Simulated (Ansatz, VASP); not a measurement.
Se: VASP beside Ansatz

```xyz
3
Lattice="4.3662 0.0437 0.0437 -2.1453 3.7594 0.0160 0.0495 0.0495 4.9536" Properties=species:S:1:pos:R:3 pbc="T T T"
Se    1.0007    0.0264    1.6610
Se   -0.4505    0.8804    3.3060
Se    1.7203    2.9459    0.0462
```

Change from the starting cell: equal xy, yz and zx shear strains of +2 %.

Alike in both runs: task single point; functional PBE; k mesh 6 × 6 × 5; occupations fermi-dirac, width 0.03 eV; no spin polarisation.

|  | VASP | Ansatz |
| --- | --- | --- |
| version | VASP 6.6.1 | Ansatz 0.2.0 |
| potentials or method | VASP PAW PBE potentials, release 64 (Se), cutoff 520 eV | all-electron LAPW, scalar-relativistic |

|  | VASP | Ansatz | Ansatz less VASP |
| --- | --- | --- | --- |
| gap on the k mesh at the Fermi level (eV) | 1.15 | 1.15 | +0.008 |
| pressure (GPa) | 3.0 | 2.9 | -0.14 |
| traceless stress, the component that is largest in VASP (GPa) | -1.40 | -1.38 | +0.014 |
| rms of the force components (eV/Å) | 0.324 | 0.305 | -0.0199 |

Atom by atom the forces differ by 0.023 eV/Å (rms over components). Ansatz ran all-electron here, and VASP with PAW potentials.
